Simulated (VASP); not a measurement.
The system is ScTiF5.

```xyz
7
Lattice="3.5847 0.0000 0.0000 0.0000 3.5847 0.0000 0.0000 0.0000 6.5172" Properties=species:S:1:pos:R:3 pbc="T T T"
Sc    1.7923    1.7923    0.0000
Ti    0.0000    0.0000    3.2586
F     0.0000    1.7923    1.7931
F     0.0000    1.7923    4.7241
F     1.7923    0.0000    1.7931
F     1.7923    0.0000    4.7241
F     0.0000    0.0000    0.0000
```

The cell was built from a structure type or drawn by symmetry, and may not be a known phase.

```yaml
Program: VASP 6.6.1
Task: relaxation of cell and atoms
Functional: PBE
Potentials_or_basis: VASP PAW PBE potentials, release 64 (Sc_sv, Ti_sv, F)
Cutoff: 600 eV
k_mesh: 3 × 3 × 2
Occupations: gaussian, width 0.15 eV
Spin: collinear spin
Starting_moments: "[0.0, 1.0, 0.0, 0.0, 0.0, 0.0, 0.0] μB"
```

At the start: pressure -14.4 GPa; volume 11.96 Å³/atom.

Problem. Where does the relaxation end?

Solution. Over 5 steps the energy falls by 124.7 meV/atom and the volume is 10.37 Å³/atom (-13.4 %); space group P4/mmm (No. 123, to 0.1 Å) before and after; moment 1.66 μB per cell.

The path:
| step | energy change (eV) | largest force (eV/Å) | pressure (GPa) | volume (Å³) |
| --- | --- | --- | --- | --- |
| 1 | 0.0000 | 0.7984 | -14.36 | 83.75 |
| 2 | -0.8054 | 0.4595 | 1.96 | 71.36 |
| 3 | -0.8054 | 0.4607 | 1.92 | 71.39 |
| 4 | -0.8605 | 0.2214 | 1.00 | 72.05 |
| 5 | -0.8727 | 0.0274 | 0.42 | 72.56 |

Final structure:
```
Sc Ti F
1.0
     3.50434    0.00000    0.00000
     0.00000    3.50434    0.00000
     0.00000    0.00000    5.90834
Sc Ti F
1 1 5
Cartesian
  1.7522 1.7522 0.0000
  0.0000 0.0000 2.9542
  0.0000 1.7522 1.7029
  0.0000 1.7522 4.2055
  1.7522 0.0000 1.7029
  1.7522 0.0000 4.2055
  0.0000 0.0000 0.0000
```

Caveat: the k points lie up to 0.60 Å⁻¹ apart in the final cell.
